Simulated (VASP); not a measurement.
SiAg2Br6:

```
Si Ag Br
1.0
     6.71874    0.00000    0.00000
     0.00000    6.71874    0.00000
     0.00000    0.00000    4.75087
Si Ag Br
1 2 6
Direct
  0.00000 0.00000 0.00000
  0.50000 0.00000 0.50000
  0.00000 0.50000 0.50000
  0.00000 0.00000 0.50000
  0.50000 0.50000 0.50000
  0.25000 0.25000 0.00000
  0.75000 0.75000 0.00000
  0.25000 0.75000 0.00000
  0.75000 0.25000 0.00000
```

This cell differs from its parent crystal: atoms taken out.

```yaml
Program: VASP 6.6.1
Task: relaxation of cell and atoms
Functional: PBE
Potentials_or_basis: VASP PAW PBE potentials, release 64 (Si, Ag, Br)
Cutoff: 600 eV
k_mesh: 4 × 4 × 4
Occupations: gaussian, width 0.1 eV
Spin: no spin polarisation
```

At the start: pressure 5.1 GPa; volume 23.83 Å³/atom.

Task: How do energy, volume and symmetry change on relaxing?

Result: Over 12 steps the energy falls by 106.2 meV/atom and the volume is 28.39 Å³/atom (+19.1 %); space group P4/mmm (No. 123, to 0.1 Å) before and after.

The path:
| step | energy change (eV) | largest force (eV/Å) | pressure (GPa) | volume (Å³) |
| --- | --- | --- | --- | --- |
| 1 | 0.0000 | 0.6018 | 5.09 | 214.46 |
| 2 | -0.6257 | 0.7468 | 0.47 | 238.70 |
| 3 | -0.7025 | 0.8531 | -1.73 | 258.96 |
| 4 | -0.7099 | 0.8308 | -1.34 | 254.57 |
| 5 | -0.9128 | 0.0278 | -0.13 | 254.10 |
| 6 | -0.9177 | 0.1505 | 0.15 | 253.99 |
| 7 | -0.9280 | 0.1241 | 0.02 | 255.13 |
| 8 | -0.9449 | 0.0484 | -0.30 | 258.44 |
| 9 | -0.9466 | 0.0196 | -0.40 | 259.67 |
| 10 | -0.9523 | 0.1456 | 0.09 | 256.43 |
| 11 | -0.9524 | 0.1296 | 0.02 | 256.84 |
| 12 | -0.9555 | 0.0153 | -0.02 | 255.52 |

Final structure:
```
CELL_PARAMETERS angstrom
6.70671 0.00000 0.00000
0.00000 6.70671 0.00000
0.00000 0.00000 5.68081
ATOMIC_POSITIONS crystal
Si 0.00000 0.00000 0.00000
Ag 0.50000 0.00000 0.50000
Ag 0.00000 0.50000 0.50000
Br 0.00000 0.00000 0.50000
Br 0.50000 0.50000 0.50000
Br 0.24268 0.24268 0.00000
Br 0.75732 0.75732 0.00000
Br 0.24268 0.75732 0.00000
Br 0.75732 0.24268 0.00000
```

Caveat: the cell differs from its parent crystal (atoms taken out); the volume moved by over 15 % at a fixed basis, so the end points are rough.
